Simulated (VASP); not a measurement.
CaO, 4 atoms in the cell. The cell holds layers a few Å apart, 4 atoms: a = 3.992 Å, b = 3.992 Å, c = 5.285 Å, α = 90.00°, β = 90.00°, γ = 120.00°. 

```yaml
Program: VASP 6.6.1
Task: single point
Functional: PBEsol
Potentials_or_basis: VASP PAW PBE potentials, release 64 (Ca_sv, O)
Cutoff: 520 eV
k_mesh: 4 × 4 × 3
Occupations: fermi-dirac, width 0.1 eV
Spin: no spin polarisation
Dipole_correction: no
Further_INCAR_settings: ALGO = Normal; EDIFF = 1e-06; NBANDS = 24; NELMDL = -8
```

Potentials or basis: VASP PAW PBE potentials, release 64 (Ca_sv, O).

Command:

```sh
$ cat potpaw_PBE.64/Ca_sv/POTCAR potpaw_PBE.64/O/POTCAR > POTCAR
$ mpirun -np 1 vasp_std > vasp.out
```

Hardware: 1 thread of AMD EPYC 9R14 (Zen 4) (shared host).

How long does it take, and how much memory?

Run time: 26 s on 1 thread of AMD EPYC 9R14 (Zen 4), on a shared host, peak memory 0.15 GiB. Counts: scf iterations 18, k points 9.
